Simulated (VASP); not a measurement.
The system is HfN.

```
CELL_PARAMETERS angstrom
0.00000 2.27264 2.27264
2.27264 0.00000 2.27264
2.27264 2.27264 0.00000
ATOMIC_POSITIONS crystal
Hf 0.50000 0.50000 0.50000
N 0.00000 0.00000 0.00000
```

Base run:

- Program: VASP 6.6.1
- Functional: PBE
- Potentials or basis: VASP PAW PBE potentials, release 64 (Hf_pv, N)
- Cutoff: 520 eV
- k mesh: 12 × 12 × 12
- Occupations: gaussian, width 0.05 eV
- Spin: non-collinear spin, zero start, spin-orbit coupling
- Starting moments: [[0.0, 0.0, 0.0], [0.0, 0.0, 0.0]] μB

Its results: pressure -1.8 GPa; net moment 0.00 μB per cell.

The run is repeated on the same cell with these changes: functional from PBE to PBEsol; further incar settings from ALGO = Normal; EDIFF = 1e-07; NBANDS = 27 to ALGO = Normal; EDIFF = 1e-06; NBANDS = 27. What comes out?

Pressure -9.8 GPa; net moment 0.00 μB per cell.

Caveats: the cell stands under tension (at least some runs); the PAW data sets were made with another functional, which shifts forces and pressure a little (at least some runs).
